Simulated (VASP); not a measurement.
# TaRu (Pm-3m) in VASP: a series of runs

TaRu is run at these levels: LDA; tasks: single point, relaxation of cell and atoms.

Everything below comes from runs of VASP 6.6.1. Logs are shortened: lines on timing, memory, paths and dates and some standing lists are left out, and cuts for length are marked.

### Step 1. The cell of the first run

The structure is cubic, space group Pm-3m (No. 221). Conventional cell: a = 3.119 Å, b = 3.119 Å, c = 3.119 Å, α = 90.00°, β = 90.00°, γ = 90.00°. Ta (site symmetry m-3m) has 8 Ru at 2.70 Å and 6 Ta at 3.12 Å within 3.6 Å. Within 3.6 Å of Ru (site symmetry m-3m) lie 8 Ta at 2.70 Å and 6 Ru at 3.12 Å.

### Step 2. Single point, LDA

INCAR

```
SYSTEM = TaRu
  PREC = Accurate
  ENCUT = 600
  EDIFF = 1E-6
  ISMEAR = 0
  SIGMA = 0.1
  LREAL = .FALSE.
  LASPH = .TRUE.
  NELM = 120
  ALGO = Normal
  ISIF = 2
  LWAVE = .FALSE.
  LCHARG = .TRUE.
  LELF = .TRUE.
  LVHAR = .TRUE.
  NBANDS = 22
  GGA_COMPAT = .FALSE.
```

KPOINTS

```
regular mesh
0
G
  6 6 6
  0 0 0
```

POSCAR

```
TaRu
1.0
    3.1194155769      0.0000000000      0.0000000000
    0.0000000000      3.1194155769      0.0000000000
    0.0000000000      0.0000000000      3.1194155769
Ta Ru
1 1
Direct
    0.5000000000      0.5000000000      0.5000000000
    0.0000000000      0.0000000000      0.0000000000
```

Potentials or basis: VASP PAW LDA potentials, release 64 (Ta_sv_GW, Ru_sv).

The run is started by

```
cat potpaw_LDA.64/Ta_sv_GW/POTCAR potpaw_LDA.64/Ru_sv/POTCAR > POTCAR
mpirun -np 1 vasp_std > vasp.out
```

OUTCAR:

```text
SYSTEM = TaRu
   PREC = Accurate
   ENCUT = 600
   EDIFF = 1E-6
   ISMEAR = 0
   LREAL = .FALSE.
   LASPH = .TRUE.
   NELM = 120
   ISIF = 2

 ion  position               nearest neighbor table
   1  0.500  0.500  0.500-   2 2.70   2 2.70   2 2.70   2 2.70   2 2.70   2 2.70   2 2.70   2 2.70

   2  0.000  0.000  0.000-   1 2.70   1 2.70   1 2.70   1 2.70   1 2.70   1 2.70   1 2.70   1 2.70

  LATTYP: Found a simple cubic cell.
 ALAT       =     3.1194155769

  Lattice vectors:

 A1 = (   3.1194155769,   0.0000000000,   0.0000000000)
 A2 = (   0.0000000000,   3.1194155769,   0.0000000000)
 A3 = (   0.0000000000,   0.0000000000,   3.1194155769)

Analysis of symmetry for initial positions (statically):
=====================================================================
 Subroutine PRICEL returns:
 Original cell was already a primitive cell.

 Routine SETGRP: Setting up the symmetry group for a
 simple cubic supercell.

 Subroutine GETGRP returns: Found 48 space group operations
 (whereof 48 operations were pure point group operations)
 out of a pool of 48 trial point group operations.

The static configuration has the point symmetry O_h .

Analysis of symmetry for dynamics (positions and initial velocities):
=====================================================================
 Subroutine PRICEL returns:
 Original cell was already a primitive cell.

 Routine SETGRP: Setting up the symmetry group for a
 simple cubic supercell.

 Subroutine GETGRP returns: Found 48 space group operations
 (whereof 48 operations were pure point group operations)
 out of a pool of 48 trial point group operations.

The dynamic configuration has the point symmetry O_h .

 Subroutine INISYM returns: Found 48 space group operations
 (whereof 48 operations are pure point group operations),
 and found     1 'primitive' translations

----------------------------------------------------------------------------------------

                                     Primitive cell

  volume of cell :      30.3543

  direct lattice vectors                    reciprocal lattice vectors
     3.119415577  0.000000000  0.000000000     0.320572869  0.000000000  0.000000000
     0.000000000  3.119415577  0.000000000     0.000000000  0.320572869  0.000000000
     0.000000000  0.000000000  3.119415577     0.000000000  0.000000000  0.320572869

  length of vectors
     3.119415577  3.119415577  3.119415577     0.320572869  0.320572869  0.320572869

  position of ions in fractional coordinates (direct lattice)
     0.500000000  0.500000000  0.500000000
     0.000000000  0.000000000  0.000000000

  ion indices of the primitive-cell ions
   primitive index   ion index
                 1           1
                 2           2

----------------------------------------------------------------------------------------

 KPOINTS: regular mesh

Automatic generation of k-mesh.
 Grid dimensions read from file:
 generate k-points for:    6    6    6

 Generating k-lattice:

  Cartesian coordinates                     Fractional coordinates (reciprocal lattice)
     0.053428811  0.000000000  0.000000000     0.166666667  0.000000000  0.000000000
     0.000000000  0.053428811  0.000000000     0.000000000  0.166666667  0.000000000
     0.000000000  0.000000000  0.053428811     0.000000000  0.000000000  0.166666667

  Length of vectors
     0.053428811  0.053428811  0.053428811

  Shift w.r.t. Gamma in fractional coordinates (k-lattice)
     0.000000000  0.000000000  0.000000000

 Subroutine IBZKPT returns following result:
 ===========================================

 Found     20 irreducible k-points:

 Following reciprocal coordinates:
            Coordinates               Weight
  0.000000  0.000000  0.000000      1.000000
  0.166667  0.000000  0.000000      6.000000
  0.333333  0.000000  0.000000      6.000000
  0.500000  0.000000  0.000000      3.000000
  0.166667  0.166667  0.000000     12.000000
  0.333333  0.166667  0.000000     24.000000
[... 12 lines left out ...]
  0.500000  0.500000  0.333333      6.000000
  0.500000  0.500000  0.500000      1.000000
   k-points           NKPTS =     20   k-points in BZ     NKDIM =     20   number of bands    NBANDS=     22
   number of dos      NEDOS =    301   number of ions     NIONS =      2
   total plane-waves  NPLWV =  21952
   dimension x,y,z NGX =    28 NGY =   28 NGZ =   28
   dimension x,y,z NGXF=    56 NGYF=   56 NGZF=   56
   ions per type =               1   1
   NGX,Y,Z   is equivalent  to a cutoff of  14.92, 14.92, 14.92 a.u.
   NGXF,Y,Z  is equivalent  to a cutoff of  29.84, 29.84, 29.84 a.u.
 SYSTEM =  TaRu
   PREC   = accura    normal or accurate (medium, high low for compatibility)
   ISTART =      0    job   : 0-new  1-cont  2-samecut
   ICHARG =      2    charge: 1-file 2-atom 10-const
   ISPIN  =      1    spin polarized calculation?
   LNONCOLLINEAR =      F non collinear calculations
   LSORBIT =      F    spin-orbit coupling
   LASPH  =      T    aspherical Exc in radial PAW
   ENCUT  =  600.0 eV  44.10 Ry    6.64 a.u.   6.23  6.23  6.23*2*pi/ulx,y,z
   NELM   =    120;   NELMIN=  2; NELMDL= -5     # of ELM steps
   EDIFF  = 0.1E-05   stopping-criterion for ELM
   LREAL  =      F    real-space projection
   EDIFFG = 0.1E-04   stopping-criterion for IOM
   NSW    =      0    number of steps for IOM
   IBRION =     -1    ionic relax: 0-MD 1-quasi-New 2-CG
   NFREE  =      0    steps in history (QN), initial steepest desc. (CG)
   ISIF   =      2    stress and relaxation
   ISYM   =      2    0-nonsym 1-usesym 2-fastsym
   POTIM  = 0.5000    time-step for ionic-motion
   TEBEG  =    0.0;   TEEND  =   0.0 temperature during run
   PSTRESS=    0.0 pullay stress
   NELECT =      29.0000    total number of electrons
   NUPDOWN=      -1.0000    fix difference up-down
   EMIN   =  10.00;   EMAX   =-10.00  energy-range for DOS
   EFERMI =   0.00;   METHOD = LEGACY
   ISMEAR =     0;   SIGMA  =   0.10  broadening in eV -4-tet -1-fermi 0-gaus
   EFERMI_NEDOS =   21; number of points for ismear=-14 and -15
   IALGO  =     38    algorithm
   IMIX   =      4    mixing-type and parameters
     AMIX     =   0.40;   BMIX     =  1.00
     AMIX_MAG =   1.60;   BMIX_MAG =  1.00
  volume/ion in A,a.u.               =      15.18       102.42
  Fermi-wavevector in a.u.,A,eV,Ry     =   1.612381  3.046958 35.372039  2.599772
  Thomas-Fermi vector in A             =   2.707620
   LORBIT       =      0    0 simple, 1 ext, 2 COOP (PROOUT), +10 PAW based schemes
   GGA     = CA    functional components
   LHFCALC =     F    Hartree Fock is set to
   AEXX    =    0.0000 exact exchange contribution
   IVDW    =     0    specifies the selected vdW correction
   LEPSILON=     F    determine dielectric tensor
   LRPA    =     F    only Hartree local field effects (RPA)
 non-spin polarized calculation
 Gauss-broadening in eV      SIGMA  =   0.10
  energy-cutoff  :      600.00
  volume of cell :       30.35
 maximum number of plane-waves:      1064
 NGX is ok and might be reduce to    28
   NGX = 13   NGY = 13   NGZ = 13

 number of electron      29.0000002 magnetization

 Free energy of the ion-electron system (eV)
  ---------------------------------------------------
  ext. energy  EPLUGINS =         0.00000000
  ---------------------------------------------------
  free energy    TOTEN  =       -26.51095031 eV

  energy without entropy =      -26.49551455  energy(sigma->0) =      -26.50323243

 E-fermi :  13.8152     XC(G=0): -14.0494

 val. band max:       13.7895348761   @ k =   0.5000   0.3333   0.0000
 cond. band min:      13.8187322235   @ k =   0.5000   0.3333   0.3333
 fundamental gap:      0.0291973474
 Fermi energy:        13.8152289550

 k-point     1 :       0.0000    0.0000    0.0000
  band No.  band energies     occupation
      1     -59.0119      2.00000
      2     -54.3299      2.00000
      3     -29.2191      2.00000
      4     -29.2191      2.00000
      5     -29.2191      2.00000
      6     -20.8581      2.00000
[... 14 lines left out ...]
     21      22.2822      0.00000
     22      22.2822      0.00000

 k-point     2 :       0.1667    0.0000    0.0000
  band No.  band energies     occupation
      1     -59.0087      2.00000
      2     -54.3271      2.00000
      3     -29.2480      2.00000
      4     -29.2130      2.00000
      5     -29.2130      2.00000
      6     -20.9643      2.00000
[... 14 lines left out ...]
     21      24.5919      0.00000
     22      24.5919      0.00000

 k-point     3 :       0.3333    0.0000    0.0000
  band No.  band energies     occupation
      1     -59.0023      2.00000
      2     -54.3218      2.00000
      3     -29.3055      2.00000
      4     -29.2008      2.00000
      5     -29.2008      2.00000
      6     -21.1716      2.00000
[... 14 lines left out ...]
     21      28.4462      0.00000
     22      28.4462      0.00000

 k-point     4 :       0.5000    0.0000    0.0000
  band No.  band energies     occupation
      1     -58.9991      2.00000
      2     -54.3190      2.00000
      3     -29.3340      2.00000
      4     -29.1947      2.00000
      5     -29.1947      2.00000
      6     -21.2728      2.00000
[... 14 lines left out ...]
     21      28.4232      0.00000
     22      29.0367      0.00000

 k-point     5 :       0.1667    0.1667    0.0000
  band No.  band energies     occupation
      1     -59.0057      2.00000
      2     -54.3240      2.00000
      3     -29.2530      2.00000
      4     -29.2367      2.00000
      5     -29.2075      2.00000
      6     -20.9791      2.00000
[... 14 lines left out ...]
     21      23.4093      0.00000
     22      25.6731      0.00000

 k-point     6 :       0.3333    0.1667    0.0000
  band No.  band energies     occupation
      1     -58.9998      2.00000
      2     -54.3177      2.00000
      3     -29.3089      2.00000
      4     -29.2376      2.00000
      5     -29.1966      2.00000
      6     -21.1525      2.00000
[... 14 lines left out ...]
     21      25.7287      0.00000
     22      28.5574      0.00000

 k-point     7 :       0.5000    0.1667    0.0000
  band No.  band energies     occupation
      1     -58.9968      2.00000
      2     -54.3145      2.00000
      3     -29.3392      2.00000
      4     -29.2354      2.00000
      5     -29.1910      2.00000
      6     -21.2442      2.00000
[... 224 lines left out ...]
      6     -21.1692      2.00000
[... 14 lines left out ...]
     21      22.9813      0.00000
     22      24.8419      0.00000

 k-point    17 :       0.3333    0.3333    0.3333
  band No.  band energies     occupation
      1     -58.9876      2.00000
      2     -54.2967      2.00000
      3     -29.2992      2.00000
      4     -29.2938      2.00000
      5     -29.2938      2.00000
      6     -21.1083      2.00000
[... 14 lines left out ...]
     21      24.5510      0.00000
     22      24.5510      0.00000

 k-point    18 :       0.5000    0.3333    0.3333
  band No.  band energies     occupation
      1     -58.9852      2.00000
      2     -54.2925      2.00000
      3     -29.3311      2.00000
      4     -29.2950      2.00000
      5     -29.2847      2.00000
      6     -21.1879      2.00000
[... 14 lines left out ...]
     21      23.4610      0.00000
     22      24.2968      0.00000

 k-point    19 :       0.5000    0.5000    0.3333
  band No.  band energies     occupation
      1     -58.9829      2.00000
      2     -54.2881      2.00000
      3     -29.3248      2.00000
      4     -29.3248      2.00000
      5     -29.2812      2.00000
      6     -21.1881      2.00000
[... 14 lines left out ...]
     21      22.4410      0.00000
     22      22.4410      0.00000

 k-point    20 :       0.5000    0.5000    0.5000
  band No.  band energies     occupation
      1     -58.9807      2.00000
      2     -54.2841      2.00000
      3     -29.3147      2.00000
      4     -29.3147      2.00000
      5     -29.3147      2.00000
      6     -21.1976      2.00000
[... 14 lines left out ...]
     21      23.8791      0.00000
     22      23.8791      0.00000

------------------------ aborting loop because EDIFF is reached ----------------------------------------

  FORCE on cell =-STRESS in cart. coord.  units (eV):
  Direction    XX          YY          ZZ          XY          YZ          ZX
  --------------------------------------------------------------------------------------
  -------------------------------------------------------------------------------------
  Total        0.0865702      0.0865702      0.0865702      0.0000000      0.0000000      0.0000000
  in kB        4.5694038      4.5694038      4.5694038      0.0000000      0.0000000      0.0000000
  external PRESSURE =       4.5694038 kB  Pullay stress =       0.0000000 kB

 VOLUME and BASIS-vectors are now :
 -----------------------------------------------------------------------------
  energy-cutoff  :      600.00
  volume of cell :       30.35
      direct lattice vectors                 reciprocal lattice vectors
     3.119415577  0.000000000  0.000000000     0.320572869  0.000000000  0.000000000
     0.000000000  3.119415577  0.000000000     0.000000000  0.320572869  0.000000000
     0.000000000  0.000000000  3.119415577     0.000000000  0.000000000  0.320572869

 POSITION                                       TOTAL-FORCE (eV/Angst)
 -----------------------------------------------------------------------------------
      1.55971      1.55971      1.55971         0.000000      0.000000      0.000000
      0.00000      0.00000      0.00000         0.000000      0.000000      0.000000
 -----------------------------------------------------------------------------------
    total drift:                               -0.000000      0.000000      0.000000

  FREE ENERGIE OF THE ION-ELECTRON SYSTEM (eV)
  ---------------------------------------------------
  free  energy   TOTEN  =       -26.5109503101 eV

  energy  without entropy=      -26.4955145496  energy(sigma->0) =      -26.50323243
```

Wall time 14 s (1 thread of Intel Xeon Platinum 8559C (Emerald Rapids), shared host); peak memory 0.15 GiB.

Results:

```yaml
Free_energy: -26.5110 eV
Pressure: 0.5 GPa
```

Levels at points of the mesh, in eV from the Fermi level:
| k point | band 11 | band 12 | band 13 | band 14 | band 15 | band 16 | band 17 | band 18 |
| --- | --- | --- | --- | --- | --- | --- | --- | --- |
| (0.00, 0.00, 0.00) | -6.29 | -2.49 | -2.49 | -2.49 | 1.08 | 1.08 | 4.39 | 4.39 |
| (0.50, 0.00, 0.00) | -4.15 | -2.56 | -2.45 | -2.45 | -1.43 | -0.03 | -0.03 | 0.99 |
| (0.50, 0.50, 0.00) | -4.32 | -4.32 | -0.34 | 0.15 | 0.82 | 0.82 | 1.76 | 4.37 |
| (0.50, 0.50, 0.50) | -3.85 | -3.08 | -3.08 | -3.08 | -0.25 | -0.25 | 4.57 | 4.57 |

Caveat: spin-orbit coupling is left out, which moves the levels of the heavy elements.

### Step 3. Relaxation of cell and atoms, LDA

INCAR

```
SYSTEM = TaRu
ALGO = Normal
EDIFF = 1E-7
EDIFFG = -0.005
ENCUT = 600
GGA = CA
IBRION = 2
ISIF = 3
ISMEAR = 0
LASPH = .True.
LCHARG = .False.
LREAL = .False.
LWAVE = .False.
NELM = 80
NSW = 100
PREC = Accurate
SIGMA = 0.1
```

KPOINTS

```
k-points
0
Gamma
  14 14 14
  0 0 0
```

POSCAR

```
TaRu
1.0
    3.1194155737      0.0000000000      0.0000000000
    0.0000000000      3.1194155737      0.0000000000
    0.0000000000      0.0000000000      3.1194155737
Ta Ru
1 1
Direct
    0.5000000000      0.5000000000      0.5000000000
    0.0000000000      0.0000000000      0.0000000000
```

Potentials or basis: VASP PAW LDA potentials, release 64 (Ta_pv, Ru_pv).

The run is started by

```
cat potpaw_LDA.64/Ta_pv/POTCAR potpaw_LDA.64/Ru_pv/POTCAR > POTCAR
mpirun -np 1 vasp_std > vasp.out
```

Run time: 2.2 min. Hardware: 1 thread of Intel Xeon Platinum 8259CL at 2.50GHz (Skylake/Cascade Lake), shared host; peak memory 0.21 GiB.

The run converged. Its results:

```
Free energy                            : -24.0064 eV
Relaxed volume                         : 15.22 Å³/atom
Relaxed cell                           : a = 3.122 Å, b = 3.122 Å, c = 3.122 Å, α = 90.00°, β = 90.00°, γ = 90.00°
Space group after relaxing (to 0.05 Å) : Pm-3m (No. 221)
Energy gained by relaxing              : 0.1 meV/atom
Ionic steps                            : 3
Pressure after relaxing                : 0.0 GPa
```

The path:
```
step  energy change (eV)  largest force (eV/Å)  pressure (GPa)  volume (Å³)
   1              0.0000                0.0000            0.72        30.35
   2              0.0013                0.0000           -2.08        30.66
   3             -0.0002                0.0000            0.00        30.43
```

Final structure:
```
Ta Ru
1.0
     3.12202    0.00000    0.00000
     0.00000    3.12202    0.00000
     0.00000    0.00000    3.12202
Ta Ru
1 1
Direct
  0.50000 0.50000 0.50000
  0.00000 0.00000 0.00000
```

Levels at points of the mesh, in eV from the Fermi level:
```tsv
k point	band 10	band 11	band 12	band 13	band 14	band 15
(0.00, 0.00, 0.00)	-2.54	-2.54	-2.54	1.02	1.02	4.30
(0.50, 0.00, 0.00)	-2.62	-2.50	-2.50	-1.47	-0.11	-0.11
(0.50, 0.50, 0.00)	-4.37	-0.38	0.09	0.74	0.74	1.69
(0.50, 0.50, 0.50)	-3.14	-3.14	-3.14	-0.30	-0.30	4.48
```

Caveat: spin-orbit coupling is left out, which moves the levels of the heavy elements.

[end of part 1 of 2]
